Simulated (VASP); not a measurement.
# Fe (Im-3m) in VASP: a series of runs

Runs on Fe. Level: PBEsol. Tasks: single point.

Everything below comes from runs of VASP 6.6.1. Logs are shortened: lines on timing, memory, paths and dates and some standing lists are left out, and cuts for length are marked.

## Step 1: The cell of the first run

It takes space group Im-3m (No. 229, cubic). Conventional cell: a = 2.781 Å, b = 2.781 Å, c = 2.781 Å, α = 90.00°, β = 90.00°, γ = 90.00°. Within 3.2 Å of Fe (site symmetry m-3m) lie 14 Fe at 2.41 to 2.78 Å.

## Step 2: Single point, PBEsol, collinear spin, ferromagnetic start

INCAR reads:

```
SYSTEM = Fe
PREC = Accurate
ENCUT = 520
EDIFF = 1E-6
ISMEAR = -1
SIGMA = 0.1
LREAL = .FALSE.
LASPH = .TRUE.
NELM = 150
ALGO = Normal
ISIF = 2
LWAVE = .FALSE.
LCHARG = .FALSE.
ISPIN = 2
MAGMOM = 2.5
LORBIT = 11
LMAXMIX = 4
GGA = PS
NBANDS = 14
```

KPOINTS reads:

```
Automatic mesh
0
G
  19 19 19
  0 0 0
```

POSCAR reads:

```
Fe
1.0
   -1.3906980730      1.3906980730      1.3906980730
    1.3906980730     -1.3906980730      1.3906980730
    1.3906980730      1.3906980730     -1.3906980730
Fe
1
Direct
    0.0000000000      0.0000000000      0.0000000000
```

Potentials or basis: VASP PAW PBE potentials, release 64 (Fe).

On the command line:

```sh
$ cat potpaw_PBE.64/Fe/POTCAR > POTCAR
$ mpirun -np 1 vasp_std > vasp.out
```

OUTCAR:

```text
SYSTEM = Fe
   PREC = Accurate
   ENCUT = 520
   EDIFF = 1E-6
   ISMEAR = -1
   LREAL = .FALSE.
   LASPH = .TRUE.
   NELM = 150
   ISIF = 2
   ISPIN = 2
   LORBIT = 11
   GGA = PS

 ion  position               nearest neighbor table
   1  0.000  0.000  0.000-

  LATTYP: Found a body centered cubic cell.
 ALAT       =     2.7813961460

  Lattice vectors:

 A1 = (  -1.3906980730,   1.3906980730,   1.3906980730)
 A2 = (   1.3906980730,  -1.3906980730,   1.3906980730)
 A3 = (   1.3906980730,   1.3906980730,  -1.3906980730)

Analysis of symmetry for initial positions (statically):
=====================================================================
 Subroutine PRICEL returns:
 Original cell was already a primitive cell.

 Routine SETGRP: Setting up the symmetry group for a
 body centered cubic supercell.

 Subroutine GETGRP returns: Found 48 space group operations
 (whereof 48 operations were pure point group operations)
 out of a pool of 48 trial point group operations.

The static configuration has the point symmetry O_h .

Analysis of symmetry for dynamics (positions and initial velocities):
=====================================================================
 Subroutine PRICEL returns:
 Original cell was already a primitive cell.

 Routine SETGRP: Setting up the symmetry group for a
 body centered cubic supercell.

 Subroutine GETGRP returns: Found 48 space group operations
 (whereof 48 operations were pure point group operations)
 out of a pool of 48 trial point group operations.

The dynamic configuration has the point symmetry O_h .

Analysis of structural, dynamic, and magnetic symmetry:
=====================================================================
 Subroutine PRICEL returns:
 Original cell was already a primitive cell.

 Routine SETGRP: Setting up the symmetry group for a
 body centered cubic supercell.

 Subroutine GETGRP returns: Found 48 space group operations
 (whereof 48 operations were pure point group operations)
 out of a pool of 48 trial point group operations.

The overall configuration has the point symmetry O_h .

 Subroutine INISYM returns: Found 48 space group operations
 (whereof 48 operations are pure point group operations),
 and found     1 'primitive' translations

----------------------------------------------------------------------------------------

                                     Primitive cell

  volume of cell :      10.7587

  direct lattice vectors                    reciprocal lattice vectors
    -1.390698073  1.390698073  1.390698073     0.000000000  0.359531670  0.359531670
     1.390698073 -1.390698073  1.390698073     0.359531670  0.000000000  0.359531670
     1.390698073  1.390698073 -1.390698073     0.359531670  0.359531670  0.000000000

  length of vectors
     2.408759720  2.408759720  2.408759720     0.508454563  0.508454563  0.508454563

  position of ions in fractional coordinates (direct lattice)
     0.000000000  0.000000000  0.000000000

  ion indices of the primitive-cell ions
   primitive index   ion index
                 1           1

----------------------------------------------------------------------------------------

 KPOINTS: Automatic mesh

Automatic generation of k-mesh.
 Grid dimensions read from file:
 generate k-points for:   19   19   19

 Generating k-lattice:

  Cartesian coordinates                     Fractional coordinates (reciprocal lattice)
     0.000000000  0.018922719  0.018922719     0.052631579  0.000000000  0.000000000
     0.018922719  0.000000000  0.018922719     0.000000000  0.052631579  0.000000000
     0.018922719  0.018922719  0.000000000     0.000000000  0.000000000  0.052631579

  Length of vectors
     0.026760766  0.026760766  0.026760766

  Shift w.r.t. Gamma in fractional coordinates (k-lattice)
     0.000000000  0.000000000  0.000000000

 Subroutine IBZKPT returns following result:
 ===========================================

 Found    220 irreducible k-points:

 Following reciprocal coordinates:
            Coordinates               Weight
  0.000000  0.000000  0.000000      1.000000
  0.052632  0.000000  0.000000     12.000000
  0.105263  0.000000  0.000000     12.000000
  0.157895  0.000000  0.000000     12.000000
  0.210526  0.000000  0.000000     12.000000
  0.263158  0.000000  0.000000     12.000000
[... 16 lines left out ...]
  0.263158  0.105263  0.000000     48.000000
  0.315789  0.105263  0.000000     48.000000
 [... further k-points ...]
   k-points           NKPTS =    220   k-points in BZ     NKDIM =    220   number of bands    NBANDS=     14
   number of dos      NEDOS =    301   number of ions     NIONS =      1
   total plane-waves  NPLWV =   5832
   dimension x,y,z NGX =    18 NGY =   18 NGZ =   18
   dimension x,y,z NGXF=    36 NGYF=   36 NGZF=   36
   ions per type =               1
   NGX,Y,Z   is equivalent  to a cutoff of  12.42, 12.42, 12.42 a.u.
   NGXF,Y,Z  is equivalent  to a cutoff of  24.85, 24.85, 24.85 a.u.
 SYSTEM =  Fe
   PREC   = accura    normal or accurate (medium, high low for compatibility)
   ISTART =      0    job   : 0-new  1-cont  2-samecut
   ICHARG =      2    charge: 1-file 2-atom 10-const
   ISPIN  =      2    spin polarized calculation?
   LNONCOLLINEAR =      F non collinear calculations
   LSORBIT =      F    spin-orbit coupling
   LASPH  =      T    aspherical Exc in radial PAW
   ENCUT  =  520.0 eV  38.22 Ry    6.18 a.u.   4.48  4.48  4.48*2*pi/ulx,y,z
   NELM   =    150;   NELMIN=  2; NELMDL= -5     # of ELM steps
   EDIFF  = 0.1E-05   stopping-criterion for ELM
   LREAL  =      F    real-space projection
   EDIFFG = 0.1E-04   stopping-criterion for IOM
   NSW    =      0    number of steps for IOM
   IBRION =     -1    ionic relax: 0-MD 1-quasi-New 2-CG
   NFREE  =      0    steps in history (QN), initial steepest desc. (CG)
   ISIF   =      2    stress and relaxation
   ISYM   =      2    0-nonsym 1-usesym 2-fastsym
   POTIM  = 0.5000    time-step for ionic-motion
   TEBEG  =    0.0;   TEEND  =   0.0 temperature during run
   PSTRESS=    0.0 pullay stress
   NELECT =       8.0000    total number of electrons
   NUPDOWN=      -1.0000    fix difference up-down
   EMIN   =  10.00;   EMAX   =-10.00  energy-range for DOS
   EFERMI =   0.00;   METHOD = LEGACY
   ISMEAR =    -1;   SIGMA  =   0.10  broadening in eV -4-tet -1-fermi 0-gaus
   EFERMI_NEDOS =   21; number of points for ismear=-14 and -15
   IALGO  =     38    algorithm
   IMIX   =      4    mixing-type and parameters
     AMIX     =   0.40;   BMIX     =  1.00
     AMIX_MAG =   1.60;   BMIX_MAG =  1.00
  volume/ion in A,a.u.               =      10.76        72.60
  Fermi-wavevector in a.u.,A,eV,Ry     =   1.483151  2.802749 29.929229  2.199736
  Thomas-Fermi vector in A             =   2.596848
   LORBIT       =     11    0 simple, 1 ext, 2 COOP (PROOUT), +10 PAW based schemes
   GGA     = PS    functional components
   LHFCALC =     F    Hartree Fock is set to
   AEXX    =    0.0000 exact exchange contribution
   IVDW    =     0    specifies the selected vdW correction
   LEPSILON=     F    determine dielectric tensor
   LRPA    =     F    only Hartree local field effects (RPA)
 spin polarized calculation
  energy-cutoff  :      520.00
  volume of cell :       10.76
 maximum number of plane-waves:       321
 NGX is ok and might be reduce to    18
   NGX =  9   NGY =  9   NGZ =  9

 number of electron       8.0000002 magnetization       2.0949986

 Free energy of the ion-electron system (eV)
  ---------------------------------------------------
  ext. energy  EPLUGINS =         0.00000000
  ---------------------------------------------------
  free energy    TOTEN  =        -8.93320467 eV

  energy without entropy =       -8.90072619  energy(sigma->0) =       -8.91696543

 E-fermi :   6.2876     XC(G=0): -13.5910

 val. band max:        6.2830626281   @ k =   0.2105   0.1053   0.0526
 cond. band min:       6.2883124206   @ k =  -0.4211   0.4211   0.3684
 fundamental gap:      0.0052497925
 Fermi energy:         6.2876245277

 spin component 1

 k-point     1 :       0.0000    0.0000    0.0000
  band No.  band energies     occupation
      1      -2.6047      1.00000
      2       3.8358      1.00000
      3       3.8358      1.00000
      4       3.8358      1.00000
      5       5.2127      0.99998
      6       5.2127      0.99998
      7      31.7026      0.00000
      8      31.7026      0.00000
      9      31.7026      0.00000
     10      37.1699      0.00000
     11      37.1699      0.00000
     12      39.7677      0.00000
     13      39.7677      0.00000
     14      39.7677      0.00000

 k-point     2 :       0.0526    0.0000    0.0000
  band No.  band energies     occupation
      1      -2.4845      1.00000
      2       3.8010      1.00000
      3       3.8332      1.00000
      4       3.9033      1.00000
      5       5.1770      0.99998
      6       5.2155      0.99998
      7      30.9526      0.00000
      8      31.5470      0.00000
      9      31.6380      0.00000
     10      36.7036      0.00000
     11      37.5943      0.00000
     12      38.0949      0.00000
     13      38.3631      0.00000
     14      40.0678      0.00000
[... 343 lines left out ...]
      1       0.8466      1.00000
      2       2.9945      1.00000
      3       3.5909      1.00000
      4       5.0385      1.00000
      5       5.4580      0.99975
      6       6.2498      0.59345
      7      19.7587      0.00000
      8      24.5272      0.00000
      9      28.3151      0.00000
     10      32.0535      0.00000
     11      36.8608      0.00000
     12      38.4445      0.00000
     13      44.3277      0.00000
     14      46.8510      0.00000

 k-point    24 :       0.3158    0.1053    0.0000
  band No.  band energies     occupation
      1       1.1613      1.00000
      2       2.8500      1.00000
      3       4.0195      1.00000
      4       5.1606      0.99999
      5       5.5600      0.99931
      6       6.9215      0.00176
      7      17.5025      0.00000
      8      23.8297      0.00000
      9      27.3729      0.00000
     10      31.9494      0.00000
     11      36.8650      0.00000
     12      39.1782      0.00000
     13      44.9070      0.00000
     14      49.5182      0.00000

 [... further k-points ...]

 spin component 2

 k-point     1 :       0.0000    0.0000    0.0000
  band No.  band energies     occupation
      1      -2.3356      1.00000
      2       5.6625      0.99808
      3       5.6626      0.99807
      4       5.6626      0.99807
      5       7.7716      0.00000
      6       7.7716      0.00000
      7      31.6363      0.00000
      8      31.6363      0.00000
      9      31.6363      0.00000
     10      37.4987      0.00000
     11      37.4987      0.00000
     12      40.4897      0.00000
     13      40.4897      0.00000
     14      40.4897      0.00000

 k-point     2 :       0.0526    0.0000    0.0000
  band No.  band energies     occupation
      1      -2.2148      1.00000
      2       5.6216      0.99872
      3       5.6559      0.99820
      4       5.7352      0.99603
      5       7.7262      0.00000
      6       7.7746      0.00000
      7      30.9950      0.00000
      8      31.5117      0.00000
      9      31.6096      0.00000
     10      37.0902      0.00000
     11      37.9552      0.00000
     12      38.9484      0.00000
     13      39.1403      0.00000
     14      40.7581      0.00000
[... 343 lines left out ...]
      1       1.4443      1.00000
      2       4.6734      1.00000
      3       5.0686      0.99999
      4       7.3797      0.00002
      5       7.9665      0.00000
      6       8.2177      0.00000
      7      20.6127      0.00000
      8      25.0278      0.00000
      9      28.9121      0.00000
     10      32.4253      0.00000
     11      37.4137      0.00000
     12      38.8737      0.00000
     13      44.6444      0.00000
     14      47.3862      0.00000

 k-point    24 :       0.3158    0.1053    0.0000
  band No.  band energies     occupation
      1       2.0690      1.00000
      2       4.5027      1.00000
      3       5.2692      0.99996
      4       7.4831      0.00001
      5       8.0627      0.00000
      6       8.7844      0.00000
      7      18.4870      0.00000
      8      24.3234      0.00000
      9      27.9297      0.00000
     10      32.3864      0.00000
     11      37.4621      0.00000
     12      39.5456      0.00000
     13      45.2356      0.00000
     14      50.0434      0.00000

 [... further k-points ...]

------------------------ aborting loop because EDIFF is reached ----------------------------------------

  FORCE on cell =-STRESS in cart. coord.  units (eV):
  Direction    XX          YY          ZZ          XY          YZ          ZX
  --------------------------------------------------------------------------------------
  -------------------------------------------------------------------------------------
  Total        0.0929574      0.0929574      0.0929574     -0.0000000     -0.0000000      0.0000000
  in kB       13.8431792     13.8431792     13.8431792     -0.0000000     -0.0000000      0.0000000
  external PRESSURE =      13.8431792 kB  Pullay stress =       0.0000000 kB

 VOLUME and BASIS-vectors are now :
 -----------------------------------------------------------------------------
  energy-cutoff  :      520.00
  volume of cell :       10.76
      direct lattice vectors                 reciprocal lattice vectors
    -1.390698073  1.390698073  1.390698073     0.000000000  0.359531670  0.359531670
     1.390698073 -1.390698073  1.390698073     0.359531670  0.000000000  0.359531670
     1.390698073  1.390698073 -1.390698073     0.359531670  0.359531670  0.000000000

 POSITION                                       TOTAL-FORCE (eV/Angst)
 -----------------------------------------------------------------------------------
      0.00000      0.00000      0.00000         0.000000      0.000000      0.000000
 -----------------------------------------------------------------------------------
    total drift:                                0.000000      0.000000      0.000000

  FREE ENERGIE OF THE ION-ELECTRON SYSTEM (eV)
  ---------------------------------------------------
  free  energy   TOTEN  =        -8.9332046686 eV

  energy  without entropy=       -8.9007261881  energy(sigma->0) =       -8.91696543

 total charge

# of ion       s       p       d       tot
------------------------------------------
    1        0.514   0.595   6.283   7.392

 magnetization (x)

# of ion       s       p       d       tot
------------------------------------------
    1       -0.012  -0.049   2.137   2.076
```

Run time: 65 s. Hardware: 1 thread of Intel Xeon 8259CL, shared host; peak memory 0.17 GiB.

Results:

```
Free energy                                           : -8.9332 eV
Pressure                                              : 1.4 GPa
Net moment                                            : 2.09 μB per cell
Site moments                                          : Fe +2.08 μB
Valence electrons inside the program's atomic spheres : Fe 7.39
```

Caveat: the PAW data sets were made with another functional, which shifts forces and pressure a little.

## Step 3: Single point, PBEsol, collinear spin, ferromagnetic start

INCAR reads:

```
SYSTEM = Fe
PREC = Accurate ; ENCUT = 520
EDIFF = 1E-7 ; ISMEAR = -1
SIGMA = 0.1 ; LREAL = .False.
LASPH = .True. ; NELM = 150
ALGO = Normal ; ISIF = 2
LWAVE = .False. ; LCHARG = .True.
ISPIN = 2 ; MAGMOM = 2.5
LORBIT = 11 ; LMAXMIX = 4
GGA = PS ; LELF = .True.
LVHAR = .True. ; NBANDS = 14
```

KPOINTS reads:

```
regular mesh
0
Gamma
  19 19 19
  0 0 0
```

POSCAR reads:

```
Fe
1.0
   -1.3904154715      1.3904154715      1.3904154715
    1.3904154715     -1.3904154715      1.3904154715
    1.3904154715      1.3904154715     -1.3904154715
Fe
1
Direct
    0.0000000000      0.0000000000      0.0000000000
```

Potentials or basis: VASP PAW PBE potentials, release 64 (Fe).

On the command line:

```sh
$ cat potpaw_PBE.64/Fe/POTCAR > POTCAR
$ mpirun -np 1 vasp_std > vasp.out
```

Wall time 94 s (1 thread of Intel Xeon 8259CL, shared host); peak memory 0.17 GiB.

The run converged. Its results:

```
Free energy                                           : -8.9331 eV
Pressure                                              : 1.6 GPa
Net moment                                            : 2.09 μB per cell
Site moments                                          : Fe +2.08 μB
Valence electrons inside the program's atomic spheres : Fe 7.39
```

Levels at points of the mesh, in eV from the Fermi level:
Spin up:
| k point | band 2 | band 3 | band 4 | band 5 | band 6 | band 7 | band 8 | band 9 |
| --- | --- | --- | --- | --- | --- | --- | --- | --- |
| (0.00, 0.00, 0.00) | -2.45 | -2.45 | -2.45 | -1.08 | -1.08 | 25.42 | 25.42 | 25.42 |
Spin down:
```csv
k point,band 1,band 2,band 3,band 4,band 5,band 6
"(0.00, 0.00, 0.00)",-8.63,-0.63,-0.63,-0.63,1.48,1.48
```

Caveat: the PAW data sets were made with another functional, which shifts forces and pressure a little.

## Step 4: Single point, PBEsol, collinear spin, ferromagnetic start

This run uses another cell than the first one, of 10.83 Å³/atom.

INCAR reads:

```
PREC = Accurate
ENCUT = 520
EDIFF = 1E-6
ISMEAR = -1
SIGMA = 0.1
LREAL = False
LASPH = True
NELM = 150
ALGO = Normal
ISIF = 2
LWAVE = False
LCHARG = False
ISPIN = 2
MAGMOM = 2.5
LORBIT = 11
LMAXMIX = 4
GGA = PS
NBANDS = 14
```

KPOINTS reads:

```
regular mesh
0
Gamma
  19 19 19
```

POSCAR reads:

```
Fe
1.0
   -1.3939582613      1.3939582613      1.3939582613
    1.3939582613     -1.3939582613      1.3939582613
    1.3939582613      1.3939582613     -1.3939582613
Fe
1
Direct
    0.0000000000      0.0000000000      0.0000000000
```

On the command line:

```sh
$ cat potpaw_PBE.64/Fe/POTCAR > POTCAR
$ mpirun -np 1 vasp_std > vasp.out
```

Run time: 81 s. Hardware: 1 thread of Intel Xeon 8259CL, shared host; peak memory 0.17 GiB.

The run converged. Its results:

```
Free energy                                           : -8.9335 eV
Pressure                                              : -0.2 GPa
Net moment                                            : 2.11 μB per cell
Site moments                                          : Fe +2.09 μB
Valence electrons inside the program's atomic spheres : Fe 7.38
```

Levels at points of the mesh, in eV from the Fermi level:
Spin up:
```csv
k point,band 1,band 2,band 3,band 4,band 5,band 6,band 7,band 8,band 9,band 10
"(0.00, 0.00, 0.00)",-8.85,-2.44,-2.44,-2.44,-1.07,-1.07,25.35,25.35,25.35,30.77
```
Spin down:
```
           k point  band 1  band 2  band 3  band 4  band 5  band 6  band 7  band 8
(0.00, 0.00, 0.00)   -8.58   -0.59   -0.59   -0.59    1.50    1.50   25.28   25.28
```

Caveat: the PAW data sets were made with another functional, which shifts forces and pressure a little.

## Step 5: The runs side by side

```tsv
cell	gap on the mesh (eV)	pressure (GPa)	moment (μB)
a = 2.409 Å, angles 109.5°, 1 atom	none	1.4	2.09
a = 2.408 Å, angles 109.5°, 1 atom	none	1.6	2.09
a = 2.414 Å, angles 109.5°, 1 atom	none	-0.2	2.11
```

Alike in all rows: task single point; level PBEsol; potentials or basis VASP PAW PBE potentials, release 64 (Fe); spin collinear, ferromagnetic start; k mesh 19 × 19 × 19; cutoff (eV) 520; smearing fermi-dirac 0.1 eV.

Caveats: the PAW data sets were made with another functional, which shifts forces and pressure a little.

Total energies depend on the potentials used, so only differences within one code and one set of settings carry meaning.
